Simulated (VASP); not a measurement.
Input of a VASP 6.6.1 run:

File INCAR:

```
SYSTEM = CaAlO2F4
PREC     = Accurate       ! precision mode
ENCUT    = 520            ! plane-wave cutoff, eV
EDIFF    = 1E-7           ! SCF threshold, eV
ISMEAR   = 1              ! smearing method
SIGMA    = 0.01           ! smearing width, eV
LREAL    = Auto         
LASPH    = .True.         ! aspherical terms in the spheres
NELM     = 100            ! most SCF steps
ALGO     = Normal         ! electronic algorithm
ISIF     = 2              ! what is computed and relaxed
LWAVE    = .False.        ! write WAVECAR
LCHARG   = .False.        ! write CHGCAR
GGA      = PE             ! functional
NBANDS   = 67             ! bands
```

File KPOINTS:

```
regular mesh
0
Gamma
  3 3 2
  0 0 0
```

POSCAR

```
CaAlO2F4
1.0
    5.8497520000      0.9020540000      0.1431140000
   -0.4262120000      5.9299480000      0.0112190000
   -0.9301660000     -0.9396480000      6.5806180000
Ca Al F O
2 2 8 4
Direct
    0.4949514529      0.9057492426      0.4273141090
    0.0189197936      0.5133330561      0.4153778914
    0.3946334492      0.3114442937      0.1175526881
    0.0178559296      0.6446029534      0.9136006323
    0.2101053668      0.9588575458      0.0068629660
    0.4863215669      0.3463759131      0.5150263370
    0.7825351886      0.8346155585      0.1150854991
    0.7740339356      0.1780418504      0.2573648031
    0.7618752589      0.2264562902      0.8951401481
    0.7016537343      0.5228780425      0.0847627622
    0.0587071301      0.9176475591      0.2913477275
    0.9918562095      0.1110153093      0.5694035134
    0.2956271463      0.2891031791      0.7650518793
    0.3260999939      0.6860474745      0.7528187716
    0.6461423635      0.5072554187      0.7576800664
    0.5961946677      0.9129116326      0.8589155670
```

Potentials or basis: VASP PAW PBE potentials, release 64 (Ca_sv, Al, F, O).

Command:

```console
$ cat potpaw_PBE.64/Ca_sv/POTCAR potpaw_PBE.64/Al/POTCAR potpaw_PBE.64/F/POTCAR potpaw_PBE.64/O/POTCAR > POTCAR
$ mpirun -np 1 vasp_std > vasp.out
```

(1) Estimate the largest force.

(2) What does it give for the band gap on the k mesh?

Answers

(1) 4.151 eV/Å.

(2) 0.01 eV (least direct gap 0.06 eV).

Caveat: the k points lie up to 0.48 Å⁻¹ apart.
